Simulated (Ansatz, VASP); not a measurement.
**WS2 in VASP and in Ansatz**

```xyz
6
Lattice="3.1595 0.0000 0.0000 -1.5798 2.7362 0.0000 0.0000 0.0000 23.8043" Properties=species:S:1:pos:R:3 pbc="T T T"
S     0.0000    1.8242    4.5000
S     0.0000    1.8242    7.6521
S     0.0000    2.7362   10.9421
S     0.0000    2.7362   14.0943
W     1.5798    0.9121    6.0761
W    -1.5798    3.6483   12.5182
```

Alike in both runs: task single point; functional PBE; dispersion D3(BJ); k mesh 9 × 9 × 1; occupations gaussian, width 0.05 eV; no spin polarisation.

|  | VASP | Ansatz |
| --- | --- | --- |
| version | VASP 6.6.1 | Ansatz 0.2.0 |
| potentials or method | VASP PAW PBE potentials, release 64 (S, W_sv), cutoff 520 eV | scalar-relativistic, plane waves, PAW |
| valence electrons in the cell | 52 | 52 |

Ansatz gave:

* gap on the k mesh at the Fermi level (eV): 1.65
* least direct gap on the mesh (eV): 1.90
* rms of the force components (eV/Å): 0.024

**Question.** Which values does VASP return?

**Answer.** gap on the k mesh at the Fermi level (eV): 1.66; least direct gap on the mesh (eV): 1.90; rms of the force components (eV/Å): 0.023.

Spin-orbit coupling is off throughout.
